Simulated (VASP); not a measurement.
# Ba2C in VASP: a series of runs

Ba2C is run at these levels: PBE; tasks: single point.

All numbers are computed with VASP 6.6.1; they aren't measurements. Logs are shortened: lines on timing, memory, paths and dates and some standing lists are left out, and cuts for length are marked.

**1. The cell of the first run**

The cell holds a sheet with vacuum, 3 atoms: a = 3.600 Å, b = 3.600 Å, c = 30.083 Å, α = 90.00°, β = 90.00°, γ = 90.00°.

The cell was built from a structure type or drawn by symmetry, and may not be a known phase.

**2. Single point, PBE**

Input file INCAR:

```
SYSTEM = Ba2C
  PREC = Accurate
  ENCUT = 520
  EDIFF = 1E-6
  ISMEAR = 0
  SIGMA = 0.01
  LREAL = .False.
  LASPH = .True.
  NELM = 100
  ALGO = Normal
  ISIF = 2
  LWAVE = .False.
  LCHARG = .False.
  LDIPOL = .True.
  IDIPOL = 3
  DIPOL = 0.5 0.5 0.299
  GGA = PE
  NBANDS = 19
```

Input file KPOINTS:

```
Automatic mesh
0
Gamma
  10 10 1
  0 0 0
```

Input file POSCAR:

```
Ba2C
1.0
    3.6001246951      0.0000000000      0.0000000000
    0.0000000000      3.6001246951      0.0000000000
    0.0000000000      0.0000000000     30.0829014400
Ba C
2 1
Direct
    0.0000000000      0.0000000000      0.2482009004
    0.0000000000      0.0000000000      0.3501456400
    0.5000000000      0.5000000000      0.2991732702
```

Potentials or basis: VASP PAW PBE potentials, release 64 (Ba_sv, C).

Started as:

```sh
$ cat potpaw_PBE.64/Ba_sv/POTCAR potpaw_PBE.64/C/POTCAR > POTCAR
$ mpirun -np 1 vasp_std > vasp.out
```

OUTCAR:

```text
SYSTEM = Ba2C
   PREC = Accurate
   ENCUT = 520
   EDIFF = 1E-6
   ISMEAR = 0
   LREAL = .False.
   LASPH = .True.
   NELM = 100
   ISIF = 2
   GGA = PE

 ion  position               nearest neighbor table
   1  0.000  0.000  0.248-   3 2.97   3 2.97   3 2.97   3 2.97   2 3.07   2 4.73   2 4.73   2 4.73
                             2 4.73
   2  0.000  0.000  0.350-   3 2.97   3 2.97   3 2.97   3 2.97   1 3.07   1 4.73   1 4.73   1 4.73
                             1 4.73
   3  0.500  0.500  0.299-   1 2.97   2 2.97   1 2.97   2 2.97   1 2.97   2 2.97   1 2.97   2 2.97

  LATTYP: Found a simple tetragonal cell.
 ALAT       =     3.6001246951
 C/A-ratio  =     8.3560720774

  Lattice vectors:

 A1 = (   3.6001246951,   0.0000000000,   0.0000000000)
 A2 = (   0.0000000000,   3.6001246951,   0.0000000000)
 A3 = (   0.0000000000,   0.0000000000,  30.0829014400)

Analysis of symmetry for initial positions (statically):
=====================================================================
 Subroutine PRICEL returns:
 Original cell was already a primitive cell.

 Routine SETGRP: Setting up the symmetry group for a
 simple tetragonal supercell.

 Subroutine GETGRP returns: Found 16 space group operations
 (whereof  8 operations were pure point group operations)
 out of a pool of 16 trial point group operations.

The static configuration has the point symmetry C_4v.
 The point group associated with its full space group is D_4h.

Analysis of symmetry for dynamics (positions and initial velocities):
=====================================================================
 Subroutine PRICEL returns:
 Original cell was already a primitive cell.

 Routine SETGRP: Setting up the symmetry group for a
 simple tetragonal supercell.

 Subroutine GETGRP returns: Found 16 space group operations
 (whereof  8 operations were pure point group operations)
 out of a pool of 16 trial point group operations.

The dynamic configuration has the point symmetry C_4v.
 The point group associated with its full space group is D_4h.

 Subroutine INISYM returns: Found 16 space group operations
 (whereof  8 operations are pure point group operations),
 and found     1 'primitive' translations

----------------------------------------------------------------------------------------

                                     Primitive cell

  volume of cell :     389.9014

  direct lattice vectors                    reciprocal lattice vectors
     3.600124695  0.000000000  0.000000000     0.277768157  0.000000000  0.000000000
     0.000000000  3.600124695  0.000000000     0.000000000  0.277768157  0.000000000
     0.000000000  0.000000000 30.082901440     0.000000000  0.000000000  0.033241474

  length of vectors
     3.600124695  3.600124695 30.082901440     0.277768157  0.277768157  0.033241474

  position of ions in fractional coordinates (direct lattice)
     0.000000000  0.000000000  0.248200900
     0.000000000  0.000000000  0.350145640
     0.500000000  0.500000000  0.299173270

  ion indices of the primitive-cell ions
   primitive index   ion index
                 1           1
                 2           2
                 3           3

----------------------------------------------------------------------------------------

 KPOINTS: Automatic mesh

Automatic generation of k-mesh.
 Grid dimensions read from file:
 generate k-points for:   10   10    1

 Generating k-lattice:

  Cartesian coordinates                     Fractional coordinates (reciprocal lattice)
     0.027776816  0.000000000  0.000000000     0.100000000  0.000000000  0.000000000
     0.000000000  0.027776816  0.000000000     0.000000000  0.100000000  0.000000000
     0.000000000  0.000000000  0.033241474     0.000000000  0.000000000  1.000000000

  Length of vectors
     0.027776816  0.027776816  0.033241474

  Shift w.r.t. Gamma in fractional coordinates (k-lattice)
     0.000000000  0.000000000  0.000000000

 Subroutine IBZKPT returns following result:
 ===========================================

 Found     21 irreducible k-points:

 Following reciprocal coordinates:
            Coordinates               Weight
  0.000000  0.000000  0.000000      1.000000
  0.100000  0.000000  0.000000      4.000000
  0.200000  0.000000  0.000000      4.000000
  0.300000  0.000000  0.000000      4.000000
  0.400000  0.000000  0.000000      4.000000
  0.500000  0.000000  0.000000      2.000000
[... 13 lines left out ...]
  0.500000  0.400000  0.000000      4.000000
  0.500000  0.500000  0.000000      1.000000
   k-points           NKPTS =     21   k-points in BZ     NKDIM =     21   number of bands    NBANDS=     19
   number of dos      NEDOS =    301   number of ions     NIONS =      3
   total plane-waves  NPLWV = 175616
   dimension x,y,z NGX =    28 NGY =   28 NGZ =  224
   dimension x,y,z NGXF=    56 NGYF=   56 NGZF=  448
   ions per type =               2   1
   NGX,Y,Z   is equivalent  to a cutoff of  12.93, 12.93, 12.38 a.u.
   NGXF,Y,Z  is equivalent  to a cutoff of  25.86, 25.86, 24.76 a.u.
 SYSTEM =  Ba2C
   PREC   = accura    normal or accurate (medium, high low for compatibility)
   ISTART =      0    job   : 0-new  1-cont  2-samecut
   ICHARG =      2    charge: 1-file 2-atom 10-const
   ISPIN  =      1    spin polarized calculation?
   LNONCOLLINEAR =      F non collinear calculations
   LSORBIT =      F    spin-orbit coupling
   LASPH  =      T    aspherical Exc in radial PAW
   ENCUT  =  520.0 eV  38.22 Ry    6.18 a.u.   6.69  6.69 55.93*2*pi/ulx,y,z
   NELM   =    100;   NELMIN=  2; NELMDL= -5     # of ELM steps
   EDIFF  = 0.1E-05   stopping-criterion for ELM
   LREAL  =      F    real-space projection
   EDIFFG = 0.1E-04   stopping-criterion for IOM
   NSW    =      0    number of steps for IOM
   IBRION =     -1    ionic relax: 0-MD 1-quasi-New 2-CG
   NFREE  =      0    steps in history (QN), initial steepest desc. (CG)
   ISIF   =      2    stress and relaxation
   ISYM   =      2    0-nonsym 1-usesym 2-fastsym
   POTIM  = 0.5000    time-step for ionic-motion
   TEBEG  =    0.0;   TEEND  =   0.0 temperature during run
   PSTRESS=    0.0 pullay stress
   NELECT =      24.0000    total number of electrons
   NUPDOWN=      -1.0000    fix difference up-down
   EMIN   =  10.00;   EMAX   =-10.00  energy-range for DOS
   EFERMI =   0.00;   METHOD = LEGACY
   ISMEAR =     0;   SIGMA  =   0.01  broadening in eV -4-tet -1-fermi 0-gaus
   EFERMI_NEDOS =   21; number of points for ismear=-14 and -15
   IALGO  =     38    algorithm
   IMIX   =      4    mixing-type and parameters
     AMIX     =   0.40;   BMIX     =  1.00
     AMIX_MAG =   1.60;   BMIX_MAG =  1.00
  volume/ion in A,a.u.               =     129.97       877.06
  Fermi-wavevector in a.u.,A,eV,Ry     =   0.646389  1.221497  5.684761  0.417818
  Thomas-Fermi vector in A             =   1.714355
   LORBIT       =      0    0 simple, 1 ext, 2 COOP (PROOUT), +10 PAW based schemes
   GGA     = PE    functional components
   LHFCALC =     F    Hartree Fock is set to
   AEXX    =    0.0000 exact exchange contribution
   IVDW    =     0    specifies the selected vdW correction
   LEPSILON=     F    determine dielectric tensor
   LRPA    =     F    only Hartree local field effects (RPA)
 non-spin polarized calculation
 Gauss-broadening in eV      SIGMA  =   0.01
  energy-cutoff  :      520.00
  volume of cell :      389.90
 maximum number of plane-waves:     10556
 NGX is ok and might be reduce to    28
   NGX = 13   NGY = 13   NGZ =111

 dipolmoment           0.000000      0.000000     -0.000058 electrons x Angstroem

 number of electron      23.9999999 magnetization

 dipolmoment           0.000000      0.000000      0.000016 electrons x Angstroem

 Free energy of the ion-electron system (eV)
  ---------------------------------------------------
  ext. energy  EPLUGINS =         0.00000000
  ---------------------------------------------------
  free energy    TOTEN  =       -10.26901482 eV

  energy without entropy =      -10.26874213  energy(sigma->0) =      -10.26887847

 E-fermi :  -0.9418     XC(G=0):  -2.6994

 val. band max:       -0.9449372988   @ k =   0.5000   0.0000   0.0000
 cond. band min:      -0.9331245031   @ k =   0.1000   0.0000   0.0000
 fundamental gap:      0.0118127957
 Fermi energy:        -0.9418497286

 k-point     1 :       0.0000    0.0000    0.0000
  band No.  band energies     occupation
      1     -29.6256      2.00000
      2     -29.2650      2.00000
      3     -16.0655      2.00000
      4     -14.0246      2.00000
      5     -14.0246      2.00000
      6     -13.9347      2.00000
[... 11 lines left out ...]
     18       1.0479      0.00000
     19       1.2240      0.00000

 k-point     2 :       0.1000    0.0000    0.0000
  band No.  band energies     occupation
      1     -29.6097      2.00000
      2     -29.2499      2.00000
      3     -16.0380      2.00000
      4     -14.2276      2.00000
      5     -14.0073      2.00000
      6     -13.9188      2.00000
[... 11 lines left out ...]
     18       1.1724      0.00000
     19       1.3126      0.00000

 k-point     3 :       0.2000    0.0000    0.0000
  band No.  band energies     occupation
      1     -29.5675      2.00000
      2     -29.2101      2.00000
      3     -15.9642      2.00000
      4     -14.7047      2.00000
      5     -14.2749      2.00000
      6     -13.9613      2.00000
[... 11 lines left out ...]
     18       1.5240      0.00000
     19       1.5266      0.00000

 k-point     4 :       0.3000    0.0000    0.0000
  band No.  band energies     occupation
      1     -29.5143      2.00000
      2     -29.1600      2.00000
      3     -15.8691      2.00000
      4     -15.2178      2.00000
      5     -14.7209      2.00000
      6     -13.9034      2.00000
[... 341 lines left out ...]
     18       2.3896      0.00000
     19       3.2136      0.00000

 k-point    20 :       0.5000    0.4000    0.0000
  band No.  band energies     occupation
      1     -29.3073      2.00000
      2     -28.9631      2.00000
      3     -15.5291      2.00000
      4     -15.3571      2.00000
      5     -15.1876      2.00000
      6     -14.9331      2.00000
[... 11 lines left out ...]
     18       2.4689      0.00000
     19       3.2341      0.00000

 k-point    21 :       0.5000    0.5000    0.0000
  band No.  band energies     occupation
      1     -29.2913      2.00000
      2     -28.9479      2.00000
      3     -15.5048      2.00000
      4     -15.3111      2.00000
      5     -15.3111      2.00000
      6     -14.9061      2.00000
[... 11 lines left out ...]
     18       2.4488      0.00000
     19       2.7198      0.00000

------------------------ aborting loop because EDIFF is reached ----------------------------------------

 vacuum level on the upper side and lower side of the slab       (xc-potential included)        -0.005        -0.005

  FORCE on cell =-STRESS in cart. coord.  units (eV):
  Direction    XX          YY          ZZ          XY          YZ          ZX
  --------------------------------------------------------------------------------------
  -------------------------------------------------------------------------------------
  Total        0.7709057      0.7709057      0.9642192      0.0000000      0.0000000      0.0000000
  in kB        3.1677949      3.1677949      3.9621558      0.0000000      0.0000000      0.0000000
  external PRESSURE =       3.4325819 kB  Pullay stress =       0.0000000 kB

 VOLUME and BASIS-vectors are now :
 -----------------------------------------------------------------------------
  energy-cutoff  :      520.00
  volume of cell :      389.90
      direct lattice vectors                 reciprocal lattice vectors
     3.600124695  0.000000000  0.000000000     0.277768157  0.000000000  0.000000000
     0.000000000  3.600124695  0.000000000     0.000000000  0.277768157  0.000000000
     0.000000000  0.000000000 30.082901440     0.000000000  0.000000000  0.033241474

 POSITION                                       TOTAL-FORCE (eV/Angst)
 -----------------------------------------------------------------------------------
      0.00000      0.00000      7.46660        -0.000000      0.000000     -0.310925
      0.00000      0.00000     10.53340         0.000000     -0.000000      0.310925
      1.80006      1.80006      9.00000        -0.000000      0.000000     -0.000000
 -----------------------------------------------------------------------------------
    total drift:                               -0.000000      0.000000      0.000173

  FREE ENERGIE OF THE ION-ELECTRON SYSTEM (eV)
  ---------------------------------------------------
  free  energy   TOTEN  =       -10.2690148172 eV

  energy  without entropy=      -10.2687421291  energy(sigma->0) =      -10.26887847

 vacuum level on the upper side and lower side of the slab         1.428         1.429
```

It took 2.6 min on 1 thread of Intel Xeon 6975P-C (Granite Rapids), shared host; peak memory 0.49 GiB.

Results:

```yaml
Free_energy: -10.2690 eV
Largest_force: 0.311 eV/Å
Band_gap_on_the_k_mesh: 0.01 eV (least direct gap 0.09 eV)
```

Forces in eV/Å, atoms in the order of the input:
```
Ba   0.000  0.000 -0.311
Ba   0.000  0.000  0.311
C    0.000  0.000  0.000
```

Levels at points of the mesh, in eV from the valence-band top:
```csv
k point,band 10,band 11,band 12,band 13,band 14,band 15
"(0.00, 0.00, 0.00)",-2.23,-0.76,-0.05,0.06,0.11,0.11
"(0.50, 0.00, 0.00)",-1.83,-0.25,0.00,0.18,0.86,1.16
"(0.50, 0.50, 0.00)",-2.27,-2.10,-2.10,1.19,2.37,2.51
```

Caveat: spin-orbit coupling is left out, which moves the levels of the heavy elements.

**3. Single point, PBE**

Input file INCAR:

```
PREC = Accurate ; ENCUT = 520
EDIFF = 1E-6 ; ISMEAR = 0
SIGMA = 0.01 ; LREAL = F
LASPH = T ; NELM = 100
ALGO = Normal ; ISIF = 2
LWAVE = F ; LCHARG = F
LDIPOL = T ; IDIPOL = 3
DIPOL = 0.5 0.5 0.299 ; GGA = PE
NBANDS = 19
```

Input file KPOINTS:

```
Automatic mesh
0
Gamma
  10 10 1
```

Input file POSCAR:

```
Ba2C
1.0
    3.6004422522      0.0000000000      0.0000000000
    0.0000000000      3.6004422522      0.0000000000
    0.0000000000      0.0000000000     30.0829014400
Ba C
2 1
Direct
    0.0000000000      0.0000000000      0.2482479533
    0.0000000000      0.0000000000      0.3500985871
    0.5000000000      0.5000000000      0.2991732702
```

Potentials or basis: VASP PAW PBE potentials, release 64 (Ba_sv, C).

Started as:

```sh
$ cat potpaw_PBE.64/Ba_sv/POTCAR potpaw_PBE.64/C/POTCAR > POTCAR
$ mpirun -np 1 vasp_std > vasp.out
```

It took 2.5 min on 1 thread of Intel Xeon 6975P-C (Granite Rapids), shared host; peak memory 0.49 GiB.

The run converged. Its results:

| Quantity | Value |
| --- | --- |
| Free energy | -10.2683 eV |
| Largest force | 0.323 eV/Å |
| Band gap on the k mesh | 0.01 eV (least direct gap 0.09 eV) |

Forces on the atoms (eV/Å):
```
Ba   0.000  0.000 -0.323
Ba   0.000  0.000  0.323
C    0.000  0.000  0.000
```

Levels at points of the mesh, in eV from the valence-band top:
| k point | band 10 | band 11 | band 12 | band 13 | band 14 | band 15 |
| --- | --- | --- | --- | --- | --- | --- |
| (0.00, 0.00, 0.00) | -2.24 | -0.76 | -0.06 | 0.06 | 0.10 | 0.10 |
| (0.50, 0.00, 0.00) | -1.83 | -0.26 | 0.00 | 0.18 | 0.86 | 1.16 |
| (0.50, 0.50, 0.00) | -2.28 | -2.10 | -2.10 | 1.20 | 2.37 | 2.51 |

Caveat: spin-orbit coupling is left out, which moves the levels of the heavy elements.

**4. Single point, PBE**

Input file INCAR:

```
SYSTEM = Ba2C
PREC = Accurate
ENCUT = 520
EDIFF = 1E-6
ISMEAR = 0
SIGMA = 0.1
LREAL = .FALSE.
LASPH = .TRUE.
NELM = 100
ALGO = Normal
ISIF = 2
LWAVE = .FALSE.
LCHARG = .FALSE.
LDIPOL = .TRUE.
IDIPOL = 3
DIPOL = 0.5 0.5 0.299
GGA = PE
NBANDS = 19
```

Input file KPOINTS:

```
regular mesh
0
G
  14 14 1
  0 0 0
```

Input file POSCAR:

```
Ba2C
1.0
    3.6009902858      0.0000000000      0.0000000000
    0.0000000000      3.6009902858      0.0000000000
    0.0000000000      0.0000000000     30.0829014400
Ba C
2 1
Direct
    0.0000000000      0.0000000000      0.2481582391
    0.0000000000      0.0000000000      0.3501883013
    0.5000000000      0.5000000000      0.2991732702
```

Potentials or basis: VASP PAW PBE potentials, release 64 (Ba_sv, C).

Started as:

```sh
$ cat potpaw_PBE.64/Ba_sv/POTCAR potpaw_PBE.64/C/POTCAR > POTCAR
$ mpirun -np 1 vasp_std > vasp.out
```

OUTCAR:

```text
SYSTEM = Ba2C
   PREC = Accurate
   ENCUT = 520
   EDIFF = 1E-6
   ISMEAR = 0
   LREAL = .FALSE.
   LASPH = .TRUE.
   NELM = 100
   ISIF = 2
   GGA = PE

 ion  position               nearest neighbor table
   1  0.000  0.000  0.248-   3 2.97   3 2.97   3 2.97   3 2.97   2 3.07   2 4.73   2 4.73   2 4.73
                             2 4.73
   2  0.000  0.000  0.350-   3 2.97   3 2.97   3 2.97   3 2.97   1 3.07   1 4.73   1 4.73   1 4.73
                             1 4.73
   3  0.500  0.500  0.299-   1 2.97   2 2.97   1 2.97   2 2.97   1 2.97   2 2.97   1 2.97   2 2.97

  LATTYP: Found a simple tetragonal cell.
 ALAT       =     3.6009902858
 C/A-ratio  =     8.3540634804

  Lattice vectors:

 A1 = (   3.6009902858,   0.0000000000,   0.0000000000)
 A2 = (   0.0000000000,   3.6009902858,   0.0000000000)
 A3 = (   0.0000000000,   0.0000000000,  30.0829014400)

Analysis of symmetry for initial positions (statically):
=====================================================================
 Subroutine PRICEL returns:
 Original cell was already a primitive cell.

 Routine SETGRP: Setting up the symmetry group for a
 simple tetragonal supercell.

 Subroutine GETGRP returns: Found 16 space group operations
[... 180 lines left out ...]

 k-point     1 :       0.0000    0.0000    0.0000
  band No.  band energies     occupation
      1     -29.6044      2.00000
      2     -29.2463      2.00000
      3     -16.0392      2.00000
      4     -14.0055      2.00000
      5     -14.0055      2.00000
      6     -13.9182      2.00000
[... 505 lines left out ...]
      6     -14.5051      2.00000
[... 11 lines left out ...]
     18       2.3742      0.00000
     19       2.6771      0.00000

 [... further k-points ...]

------------------------ aborting loop because EDIFF is reached ----------------------------------------

 vacuum level on the upper side and lower side of the slab       (xc-potential included)        -0.005        -0.005

  FORCE on cell =-STRESS in cart. coord.  units (eV):
  Direction    XX          YY          ZZ          XY          YZ          ZX
  --------------------------------------------------------------------------------------
  -------------------------------------------------------------------------------------
  Total        0.7675168      0.7675168      0.9483498      0.0000000      0.0000000      0.0000000
  in kB        3.1523532      3.1523532      3.8950724      0.0000000      0.0000000      0.0000000
  external PRESSURE =       3.3999263 kB  Pullay stress =       0.0000000 kB

 VOLUME and BASIS-vectors are now :
 -----------------------------------------------------------------------------
  energy-cutoff  :      520.00
  volume of cell :      390.09
      direct lattice vectors                 reciprocal lattice vectors
     3.600990286  0.000000000  0.000000000     0.277701388  0.000000000  0.000000000
     0.000000000  3.600990286  0.000000000     0.000000000  0.277701388  0.000000000
     0.000000000  0.000000000 30.082901440     0.000000000  0.000000000  0.033241474

 POSITION                                       TOTAL-FORCE (eV/Angst)
 -----------------------------------------------------------------------------------
      0.00000      0.00000      7.46532         0.000000     -0.000000     -0.310627
      0.00000      0.00000     10.53468         0.000000     -0.000000      0.310627
      1.80050      1.80050      9.00000         0.000000      0.000000      0.000000
 -----------------------------------------------------------------------------------
    total drift:                                0.000000      0.000000      0.000081

  FREE ENERGIE OF THE ION-ELECTRON SYSTEM (eV)
  ---------------------------------------------------
  free  energy   TOTEN  =       -10.2802607262 eV

  energy  without entropy=      -10.2676718871  energy(sigma->0) =      -10.27396631

 vacuum level on the upper side and lower side of the slab         1.419         1.419
```

Wall time 3.5 min (1 thread of Intel Xeon 6975P-C (Granite Rapids), shared host); peak memory 0.58 GiB.

What came out:

| Property | Result |
| --- | --- |
| Free energy | -10.2803 eV |
| Largest force | 0.311 eV/Å |
| Band gap on the k mesh | zero (bands 12 and 13 overlap by 0.07 eV) |

Forces in eV/Å, atoms in the order of the input:
```
Ba   0.000  0.000 -0.311
Ba   0.000  0.000  0.311
C    0.000  0.000  0.000
```

Caveat: spin-orbit coupling is left out, which moves the levels of the heavy elements.

[end of part 1 of 2]
